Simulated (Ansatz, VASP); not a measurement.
**BaTiO3 in VASP and in Ansatz**

```xyz
5
Lattice="3.9855 0.0000 0.0000 0.0000 2.8369 -2.8451 0.0000 2.8369 2.8451" Properties=species:S:1:pos:R:3 pbc="T T T"
Ba    0.0000    0.0000    0.0000
Ti    1.9928    2.8369    0.0706
O     0.0000    2.8369   -0.0717
O     1.9928    1.4565    1.4143
O     1.9928    4.2173    1.4143
```

Alike in both runs: task single point; functional PBEsol; k mesh 4 × 4 × 4; no spin polarisation; Hubbard terms Ti d U = 1.5 eV.

|  | VASP | Ansatz |
| --- | --- | --- |
| version | VASP 6.6.1 | Ansatz 0.2.0 |
| potentials or method | VASP PAW PBE potentials, release 64 (Ba_sv, Ti_sv, O), cutoff 600 eV | plane waves, PAW |
| occupations | gaussian, width 0.01 eV | fixed |
| valence electrons in the cell | 40 | 40 |

Ansatz gave:

* gap on the k mesh at the Fermi level (eV): 2.01

Task: What did VASP give for the same quantities?

Result: gap on the k mesh at the Fermi level (eV): 1.95.

VASP's potentials were made for PBE, not for PBEsol. The programs project onto different local orbitals, so the same U acts differently, and such runs can settle in different states.

Neither program's run includes spin-orbit coupling.
